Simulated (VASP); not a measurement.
# MgO (R-3m) in VASP: single point with PBE

Aim: the single point of MgO with PBE.

Everything below comes from runs of VASP 6.6.1. Logs are shortened: lines on timing, memory, paths and dates and some standing lists are left out, and cuts for length are marked.

**1. The cell of the first run**

It takes space group R-3m (No. 166, trigonal). The conventional cell has a = 3.521 Å, b = 3.521 Å, c = 38.154 Å, α = 90.00°, β = 90.00°, γ = 120.00°. Mg (site symmetry 3m) has 4 O at 2.03 to 2.12 Å within 2.7 Å. Within 2.7 Å of Mg (site symmetry 3m) lie 5 O at 2.03 to 2.12 Å. Within 2.7 Å of Mg (site symmetry 3m) lie 5 O at 2.03 to 2.12 Å. Within 2.7 Å of O (site symmetry 3m) lie 4 Mg at 2.03 to 2.12 Å and 1 O at 2.12 Å. Within 2.7 Å of O (site symmetry 3m) lie 5 Mg at 2.03 to 2.12 Å. O (site symmetry 3m) has 5 Mg at 2.03 to 2.12 Å within 2.7 Å.

**2. Single point, PBE**

Input file INCAR:

```
PREC = Accurate
ENCUT = 520
EDIFF = 1E-7
ISMEAR = 0
SIGMA = 0.05
LREAL = False
LASPH = True
NELM = 60
ALGO = Normal
ISIF = 2
LWAVE = False
LCHARG = False
GGA = PE
ISYM = 0
NBANDS = 36
```

Input file KPOINTS:

```
regular mesh
0
Gamma
  7 7 2
```

Input file POSCAR:

```
MgO
1.0
   -3.5213164963      0.0000000000      0.0000000000
   -1.7606582481     -3.0495495406      0.0000000000
   -1.7606582482     -1.0165165135     12.7181472718
Mg O
6 6
Direct
    0.6388833333      0.6388833333      0.0833500000
    0.5277722222      0.5277722222      0.4166833333
    0.4166611111      0.4166611111      0.7500166667
    0.0277722222      0.0277722222      0.9166833333
    0.2499944444      0.2499944444      0.2500166667
    0.1388833333      0.1388833333      0.5833500000
    0.3611055556      0.3611055556      0.9166833333
    0.5833277778      0.5833277778      0.2500166667
    0.4722166667      0.4722166667      0.5833500000
    0.3055500000      0.3055500000      0.0833500000
    0.1944388889      0.1944388889      0.4166833333
    0.0833277778      0.0833277778      0.7500166667
```

Potentials or basis: VASP PAW PBE potentials, release 64 (Mg, O).

Command:

```bash
cat potpaw_PBE.64/Mg/POTCAR potpaw_PBE.64/O/POTCAR > POTCAR
mpirun -np 1 vasp_std > vasp.out
```

OUTCAR:

```text
PREC = Accurate
   ENCUT = 520
   EDIFF = 1E-7
   ISMEAR = 0
   LREAL = False
   LASPH = True
   NELM = 60
   ISIF = 2
   GGA = PE
   ISYM = 0

 ion  position               nearest neighbor table
   1  0.639  0.639  0.083-  10 2.03  10 2.03  10 2.03   8 2.12   5 2.94   4 2.94   5 2.94   4 2.94
                             5 2.94   4 2.94
   2  0.528  0.528  0.417-  11 2.03  11 2.03  11 2.03   8 2.12   9 2.12   5 2.94   5 2.94   5 2.94
                             6 2.94   6 2.94   6 2.94
   3  0.417  0.417  0.750-  12 2.03  12 2.03  12 2.03   7 2.12   9 2.12   4 2.94   4 2.94   4 2.94
                             6 2.94   6 2.94   6 2.94
   4  0.028  0.028  0.917-   7 2.03   7 2.03   7 2.03  12 2.12   3 2.94   3 2.94   3 2.94   1 2.94
                             1 2.94   1 2.94
   5  0.250  0.250  0.250-   8 2.03   8 2.03   8 2.03  11 2.12  10 2.12   2 2.94   2 2.94   2 2.94
                             1 2.94   1 2.94   1 2.94
   6  0.139  0.139  0.583-   9 2.03   9 2.03   9 2.03  12 2.12  11 2.12   3 2.94   3 2.94   2 2.94
                             2 2.94   2 2.94   3 2.94
   7  0.361  0.361  0.917-   4 2.03   4 2.03   4 2.03   3 2.12
   8  0.583  0.583  0.250-   5 2.03   5 2.03   5 2.03   2 2.12   1 2.12
   9  0.472  0.472  0.583-   6 2.03   6 2.03   6 2.03   3 2.12   2 2.12
  10  0.306  0.306  0.083-   1 2.03   1 2.03   1 2.03   5 2.12
  11  0.194  0.194  0.417-   2 2.03   2 2.03   2 2.03   5 2.12   6 2.12
  12  0.083  0.083  0.750-   3 2.03   3 2.03   3 2.03   4 2.12   6 2.12

IMPORTANT INFORMATION: All symmetrisations will be switched off!
NOSYMM: (Re-)initialisation of all symmetry stuff for point group C_1.

----------------------------------------------------------------------------------------

                                     Primitive cell

  volume of cell :     136.5729

  direct lattice vectors                    reciprocal lattice vectors
    -3.521316496  0.000000000  0.000000000    -0.283984697  0.163958642 -0.026209268
    -1.760658248 -3.049549541  0.000000000     0.000000000 -0.327917283 -0.026209268
    -1.760658248 -1.016516514 12.718147272     0.000000000  0.000000000  0.078627805

  length of vectors
     3.521316496  3.521316496 12.879615418     0.328963023  0.328963023  0.078627805

  position of ions in fractional coordinates (direct lattice)
     0.638883333  0.638883333  0.083350000
     0.527772222  0.527772222  0.416683333
     0.416661111  0.416661111  0.750016667
     0.027772222  0.027772222  0.916683333
     0.249994444  0.249994444  0.250016667
     0.138883333  0.138883333  0.583350000
     0.361105556  0.361105556  0.916683333
     0.583327778  0.583327778  0.250016667
     0.472216667  0.472216667  0.583350000
     0.305550000  0.305550000  0.083350000
     0.194438889  0.194438889  0.416683333
     0.083327778  0.083327778  0.750016667

  ion indices of the primitive-cell ions
   primitive index   ion index
                 1           1
                 2           2
                 3           3
                 4           4
                 5           5
                 6           6
                 7           7
                 8           8
                 9           9
                10          10
                11          11
                12          12

----------------------------------------------------------------------------------------

 KPOINTS: regular mesh

Automatic generation of k-mesh.
 Grid dimensions read from file:
 generate k-points for:    7    7    2

 Generating k-lattice:

  Cartesian coordinates                     Fractional coordinates (reciprocal lattice)
    -0.040569242  0.023422663 -0.003744181     0.142857143  0.000000000  0.000000000
     0.000000000 -0.046845326 -0.003744181     0.000000000  0.142857143  0.000000000
     0.000000000  0.000000000  0.039313902     0.000000000  0.000000000  0.500000000

  Length of vectors
     0.046994718  0.046994718  0.039313902

[... 13 lines left out ...]
|     classes:                                                                |
|                                                                             |
|        The reciprocal lattice is rhombohedral (trigonal),                   |
|        whereas your k-lattice is base-centered monoclinic.                  |
|                                                                             |
|     Results are often still useful ...                                      |
|                                                                             |
 -----------------------------------------------------------------------------

 WARNING: IBZKPT: internal override: KBLOWUP is changed to .FALSE.
      ... skipping the blow-up phase ...

 Subroutine IBZKPT returns following result:
 ===========================================

 Found     50 irreducible k-points:

 Following reciprocal coordinates:
            Coordinates               Weight
  0.000000  0.000000  0.000000      1.000000
  0.142857  0.000000 -0.000000      2.000000
  0.285714  0.000000 -0.000000      2.000000
  0.428571  0.000000 -0.000000      2.000000
  0.000000  0.142857 -0.000000      2.000000
  0.142857  0.142857 -0.000000      2.000000
[... 16 lines left out ...]
 -0.428571  0.428571  0.000000      2.000000
 -0.285714  0.428571  0.000000      2.000000
 [... further k-points ...]
   k-points           NKPTS =     50   k-points in BZ     NKDIM =     50   number of bands    NBANDS=     36
   number of dos      NEDOS =    301   number of ions     NIONS =     12
   total plane-waves  NPLWV =  75264
   dimension x,y,z NGX =    28 NGY =   28 NGZ =   96
   dimension x,y,z NGXF=    56 NGYF=   56 NGZF=  192
   ions per type =               6   6
   NGX,Y,Z   is equivalent  to a cutoff of  13.22, 13.22, 12.39 a.u.
   NGXF,Y,Z  is equivalent  to a cutoff of  26.44, 26.44, 24.78 a.u.
 SYSTEM =  unknown system
   PREC   = accura    normal or accurate (medium, high low for compatibility)
   ISTART =      0    job   : 0-new  1-cont  2-samecut
   ICHARG =      2    charge: 1-file 2-atom 10-const
   ISPIN  =      1    spin polarized calculation?
   LNONCOLLINEAR =      F non collinear calculations
   LSORBIT =      F    spin-orbit coupling
   LASPH  =      T    aspherical Exc in radial PAW
   ENCUT  =  520.0 eV  38.22 Ry    6.18 a.u.   6.55  6.55 23.95*2*pi/ulx,y,z
   NELM   =     60;   NELMIN=  2; NELMDL= -5     # of ELM steps
   EDIFF  = 0.1E-06   stopping-criterion for ELM
   LREAL  =      F    real-space projection
   EDIFFG = 0.1E-05   stopping-criterion for IOM
   NSW    =      0    number of steps for IOM
   IBRION =     -1    ionic relax: 0-MD 1-quasi-New 2-CG
   NFREE  =      0    steps in history (QN), initial steepest desc. (CG)
   ISIF   =      2    stress and relaxation
   ISYM   =      0    0-nonsym 1-usesym 2-fastsym
   POTIM  = 0.5000    time-step for ionic-motion
   TEBEG  =    0.0;   TEEND  =   0.0 temperature during run
   PSTRESS=    0.0 pullay stress
   NELECT =      48.0000    total number of electrons
   NUPDOWN=      -1.0000    fix difference up-down
   EMIN   =  10.00;   EMAX   =-10.00  energy-range for DOS
   EFERMI =   0.00;   METHOD = LEGACY
   ISMEAR =     0;   SIGMA  =   0.05  broadening in eV -4-tet -1-fermi 0-gaus
   EFERMI_NEDOS =   21; number of points for ismear=-14 and -15
   IALGO  =     38    algorithm
   IMIX   =      4    mixing-type and parameters
     AMIX     =   0.40;   BMIX     =  1.00
     AMIX_MAG =   1.60;   BMIX_MAG =  1.00
  volume/ion in A,a.u.               =      11.38        76.80
  Fermi-wavevector in a.u.,A,eV,Ry     =   1.155315  2.183229 18.160411  1.334753
  Thomas-Fermi vector in A             =   2.291944
   LORBIT       =      0    0 simple, 1 ext, 2 COOP (PROOUT), +10 PAW based schemes
   GGA     = PE    functional components
   LHFCALC =     F    Hartree Fock is set to
   AEXX    =    0.0000 exact exchange contribution
   IVDW    =     0    specifies the selected vdW correction
   LEPSILON=     F    determine dielectric tensor
   LRPA    =     F    only Hartree local field effects (RPA)
 non-spin polarized calculation
 Gauss-broadening in eV      SIGMA  =   0.05
  energy-cutoff  :      520.00
  volume of cell :      136.57
 maximum number of plane-waves:      3732
 NGX is ok and might be reduce to    28
   NGX = 13   NGY = 13   NGZ = 47

 number of electron      47.9999986 magnetization

 Free energy of the ion-electron system (eV)
  ---------------------------------------------------
  ext. energy  EPLUGINS =         0.00000000
  ---------------------------------------------------
  free energy    TOTEN  =       -67.96030004 eV

  energy without entropy =      -67.96030004  energy(sigma->0) =      -67.96030004

 E-fermi :   3.3064     XC(G=0):  -9.9622

 val. band max:        3.0459032981   @ k =  -0.2857   0.2857   0.0000
 cond. band min:       3.9143233185   @ k =   0.0000   0.0000   0.0000
 fundamental gap:      0.8684200204
 Fermi energy:         3.3063508007

 k-point     1 :       0.0000    0.0000    0.0000
  band No.  band energies     occupation
      1     -14.9777      2.00000
      2     -14.5765      2.00000
      3     -14.4438      2.00000
      4     -13.8544      2.00000
      5     -13.7113      2.00000
      6     -13.3253      2.00000
[... 925 lines left out ...]
     35      12.9782      0.00000
     36      13.1609      0.00000

 [... further k-points ...]

------------------------ aborting loop because EDIFF is reached ----------------------------------------

  FORCE on cell =-STRESS in cart. coord.  units (eV):
  Direction    XX          YY          ZZ          XY          YZ          ZX
  --------------------------------------------------------------------------------------
  -------------------------------------------------------------------------------------
  Total       -3.7674475     -3.7673590     11.7045287     -0.0000777     -0.0000724     -0.0001255
  in kB      -44.1970409    -44.1960016    137.3092863     -0.0009112     -0.0008495     -0.0014726
  external PRESSURE =      16.3054146 kB  Pullay stress =       0.0000000 kB

 VOLUME and BASIS-vectors are now :
 -----------------------------------------------------------------------------
  energy-cutoff  :      520.00
  volume of cell :      136.57
      direct lattice vectors                 reciprocal lattice vectors
    -3.521316496  0.000000000  0.000000000    -0.283984697  0.163958642 -0.026209268
    -1.760658248 -3.049549541  0.000000000     0.000000000 -0.327917283 -0.026209268
    -1.760658248 -1.016516514 12.718147272     0.000000000  0.000000000  0.078627805

 POSITION                                       TOTAL-FORCE (eV/Angst)
 -----------------------------------------------------------------------------------
     -3.52132     -2.03303      1.06006         0.000000      0.000000      1.672734
     -3.52132     -2.03303      5.29944         0.000005      0.000003      0.006064
     -3.52132     -2.03303      9.53882         0.000009      0.000005     -0.117198
     -1.76066     -1.01652     11.65851         0.000007      0.000004     -1.672762
     -1.76066     -1.01652      3.17975         0.000011      0.000006      0.117176
     -1.76066     -1.01652      7.41913         0.000003      0.000002     -0.006096
     -3.52132     -2.03303     11.65851         0.000116      0.000067     -3.784574
     -3.52132     -2.03303      3.17975        -0.000100     -0.000058     -0.023199
     -3.52132     -2.03303      7.41913         0.000043      0.000025     -0.005047
     -1.76066     -1.01652      1.06006         0.000147      0.000085      3.784582
     -1.76066     -1.01652      5.29944        -0.000142     -0.000083      0.004944
     -1.76066     -1.01652      9.53882        -0.000099     -0.000057      0.023376
 -----------------------------------------------------------------------------------
    total drift:                               -0.000066     -0.000039      0.000176

  FREE ENERGIE OF THE ION-ELECTRON SYSTEM (eV)
  ---------------------------------------------------
  free  energy   TOTEN  =       -67.9603000435 eV

  energy  without entropy=      -67.9603000435  energy(sigma->0) =      -67.96030004
```

It took 2.3 min on 1 thread of Intel Xeon 6975P-C (Granite Rapids), shared host; peak memory 0.35 GiB.

What came out:

```
Free energy            : -67.9603 eV
Pressure               : 1.6 GPa
Largest force          : 3.785 eV/Å
Band gap on the k mesh : 0.87 eV (least direct gap 0.94 eV)
```

Forces on the atoms (eV/Å):
```
Mg   0.000  0.000  1.673
Mg   0.000  0.000  0.006
Mg   0.000  0.000 -0.117
Mg   0.000  0.000 -1.673
Mg   0.000  0.000  0.117
Mg   0.000  0.000 -0.006
O    0.000  0.000 -3.785
O    0.000  0.000 -0.023
O    0.000  0.000 -0.005
O    0.000  0.000  3.785
O    0.000  0.000  0.005
O    0.000  0.000  0.023
```

Stress tensor (GPa, compression positive):
```
-4.42  0.00  0.00
 0.00 -4.42  0.00
 0.00  0.00 13.73
```

Caveat: an odd mesh through Γ misses points on the zone boundary, where band edges can lie; forces of over 1 eV/Å act on the atoms, so gaps and moduli don't describe the material at rest.
